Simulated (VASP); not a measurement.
# Ir (Fm-3m) in VASP: a series of runs, part 2 of 2

VASP 6.6.1.

## (4) Single point, LDA

This run uses another cell than the first one, of 13.82 Å³/atom, 0.964 times its volume.

INCAR

```
SYSTEM = Ir
PREC = Accurate
ENCUT = 500
EDIFF = 1E-6
ISMEAR = -1
SIGMA = 0.05
LREAL = .FALSE.
LASPH = .TRUE.
NELM = 120
ALGO = Normal
ISIF = 2
LWAVE = .FALSE.
LCHARG = .FALSE.
GGA = CA
NBANDS = 14
GGA_COMPAT = .FALSE.
```

KPOINTS

```
Automatic mesh
0
G
  12 12 12
  0 0 0
```

POSCAR

```
Ir
1.0
    0.0000000000      1.9048090381      1.9048090381
    1.9048090381      0.0000000000      1.9048090381
    1.9048090381      1.9048090381      0.0000000000
Ir
1
Direct
    0.0000000000      0.0000000000      0.0000000000
```

Potentials or basis: VASP PAW LDA potentials, release 64 (Ir_sv_GW).

Command:

```
cat potpaw_LDA.64/Ir_sv_GW/POTCAR > POTCAR
mpirun -np 1 vasp_std > vasp.out
```

OUTCAR:

```text
SYSTEM = Ir
   PREC = Accurate
   ENCUT = 500
   EDIFF = 1E-6
   ISMEAR = -1
   LREAL = .FALSE.
   LASPH = .TRUE.
   NELM = 120
   ISIF = 2
   GGA = CA

 ion  position               nearest neighbor table
   1  0.000  0.000  0.000-

  LATTYP: Found a face centered cubic cell.
 ALAT       =     3.8096180762

  Lattice vectors:

 A1 = (   0.0000000000,   1.9048090381,   1.9048090381)
 A2 = (   1.9048090381,   0.0000000000,   1.9048090381)
 A3 = (   1.9048090381,   1.9048090381,   0.0000000000)

Analysis of symmetry for initial positions (statically):
[... 5 lines left out ...]
 face centered cubic supercell.

 Subroutine GETGRP returns: Found 48 space group operations
 (whereof 48 operations were pure point group operations)
 out of a pool of 48 trial point group operations.

The static configuration has the point symmetry O_h .

Analysis of symmetry for dynamics (positions and initial velocities):
[... 5 lines left out ...]
 face centered cubic supercell.

 Subroutine GETGRP returns: Found 48 space group operations
 (whereof 48 operations were pure point group operations)
 out of a pool of 48 trial point group operations.

The dynamic configuration has the point symmetry O_h .

 Subroutine INISYM returns: Found 48 space group operations
 (whereof 48 operations are pure point group operations),
 and found     1 'primitive' translations

----------------------------------------------------------------------------------------

                                     Primitive cell

  volume of cell :      13.8224

  direct lattice vectors                    reciprocal lattice vectors
     0.000000000  1.904809038  1.904809038    -0.262493505  0.262493505  0.262493505
     1.904809038  0.000000000  1.904809038     0.262493505 -0.262493505  0.262493505
     1.904809038  1.904809038  0.000000000     0.262493505  0.262493505 -0.262493505

  length of vectors
     2.693806775  2.693806775  2.693806775     0.454652087  0.454652087  0.454652087

  position of ions in fractional coordinates (direct lattice)
[... 96 lines left out ...]
     AMIX     =   0.40;   BMIX     =  1.00
     AMIX_MAG =   1.60;   BMIX_MAG =  1.00
  volume/ion in A,a.u.               =      13.82        93.28
  Fermi-wavevector in a.u.,A,eV,Ry     =   1.754000  3.314580 41.858562  3.076518
  Thomas-Fermi vector in A             =   2.824026
   LORBIT       =      0    0 simple, 1 ext, 2 COOP (PROOUT), +10 PAW based schemes
   GGA     = CA    functional components
   LHFCALC =     F    Hartree Fock is set to
   AEXX    =    0.0000 exact exchange contribution
   IVDW    =     0    specifies the selected vdW correction
   LEPSILON=     F    determine dielectric tensor
   LRPA    =     F    only Hartree local field effects (RPA)
 non-spin polarized calculation
  energy-cutoff  :      500.00
  volume of cell :       13.82
 maximum number of plane-waves:       360
   NGX =  9   NGY =  9   NGZ =  9

 number of electron      17.0000000 magnetization

 Free energy of the ion-electron system (eV)
  ---------------------------------------------------
  ext. energy  EPLUGINS =         0.00000000
  ---------------------------------------------------
  free energy    TOTEN  =       -10.92239152 eV

  energy without entropy =      -10.91792150  energy(sigma->0) =      -10.92015651

 E-fermi :  13.1548     XC(G=0): -14.9339

 val. band max:       13.1265440961   @ k =   0.3333   0.0833   0.0000
 cond. band min:      13.1561900772   @ k =  -0.2500   0.0833   0.0000
 fundamental gap:      0.0296459811
 Fermi energy:        13.1548141372

 k-point     1 :       0.0000    0.0000    0.0000
  band No.  band energies     occupation
      1     -79.4721      2.00000
      2     -36.1343      2.00000
      3     -36.1343      2.00000
      4     -36.1343      2.00000
      5       1.7881      2.00000
      6       9.0681      2.00000
      7       9.0681      2.00000
      8       9.0681      2.00000
      9      11.8877      2.00000
     10      11.8877      2.00000
     11      26.6974      0.00000
     12      32.2977      0.00000
     13      32.2977      0.00000
     14      32.2977      0.00000
[... 377 lines left out ...]
      1     -79.3907      2.00000
      2     -36.9246      2.00000
      3     -36.4157      2.00000
      4     -36.2890      2.00000
      5       5.7385      2.00000
      6       8.1825      2.00000
      7       9.8214      2.00000
      8      10.0551      2.00000
      9      13.5874      0.00035
     10      17.0215      0.00000
     11      20.5778      0.00000
     12      28.1320      0.00000
     13      30.5050      0.00000
     14      32.4777      0.00000

 [... further k-points ...]
[... 5 lines left out ...]
  --------------------------------------------------------------------------------------
  -------------------------------------------------------------------------------------
  Total       -0.1486349     -0.1486349     -0.1486349      0.0000000      0.0000000     -0.0000000
  in kB      -17.2284804    -17.2284804    -17.2284804      0.0000000      0.0000000     -0.0000000
  external PRESSURE =     -17.2284804 kB  Pullay stress =       0.0000000 kB

 VOLUME and BASIS-vectors are now :
 -----------------------------------------------------------------------------
  energy-cutoff  :      500.00
  volume of cell :       13.82
      direct lattice vectors                 reciprocal lattice vectors
     0.000000000  1.904809038  1.904809038    -0.262493505  0.262493505  0.262493505
     1.904809038  0.000000000  1.904809038     0.262493505 -0.262493505  0.262493505
     1.904809038  1.904809038  0.000000000     0.262493505  0.262493505 -0.262493505

 POSITION                                       TOTAL-FORCE (eV/Angst)
 -----------------------------------------------------------------------------------
      0.00000      0.00000      0.00000         0.000000     -0.000000      0.000000
 -----------------------------------------------------------------------------------
    total drift:                                0.000000      0.000000      0.000000

  FREE ENERGIE OF THE ION-ELECTRON SYSTEM (eV)
  ---------------------------------------------------
  free  energy   TOTEN  =       -10.9223915215 eV

  energy  without entropy=      -10.9179214962  energy(sigma->0) =      -10.92015651
```

stdout:

```text
POSCAR found type information on POSCAR Ir
 POSCAR found :  1 types and       1 ions
 scaLAPACK will be used
 LDA part: xc-table for (Slater(with rela. corr.)+CA(PZ))
 , standard interpolation
 POSCAR, INCAR and KPOINTS ok, starting setup
 FFT: planning ... GRIDC
 FFT: planning ... GRID_SOFT
 FFT: planning ... GRID
 WAVECAR not read
 entering main loop
```

It took 6.8 s on 1 thread of Intel Xeon 6975P-C (Granite Rapids), shared host; peak memory 0.13 GiB.

What came out:

```
Free energy : -10.9224 eV
Pressure    : -1.7 GPa
```

Caveat: spin-orbit coupling is left out, which moves the levels of the heavy elements.

## (5) Overview

| level | potentials or basis | cell | cutoff (eV) | gap on the mesh (eV) | pressure (GPa) |
| --- | --- | --- | --- | --- | --- |
| r2SCAN | VASP PAW PBE potentials, release 64 (Ir_sv_GW) | a = 2.727 Å, angles 60.0°, 1 atom | 550 | none | -6.1 |
| PBEsol+D3(BJ) | VASP PAW PBE potentials, release 64 (Ir_sv_GW) | a = 2.688 Å, angles 60.0°, 1 atom | 500 | none | -3.4 |
| LDA | VASP PAW LDA potentials, release 64 (Ir_sv_GW) | a = 2.694 Å, angles 60.0°, 1 atom | 500 | none | -1.7 |

Alike in all rows: task single point; no spin polarisation; k mesh 12 × 12 × 12; smearing fermi-dirac 0.05 eV.

Caveats: spin-orbit coupling is left out, which moves the levels of the heavy elements; the PAW data sets were made with another functional, which shifts forces and pressure a little (some runs); pairwise dispersion overbinds metals, which lowers pressure and volume (some runs).

Total energies depend on the potentials used, so only differences within one code and one set of settings carry meaning.
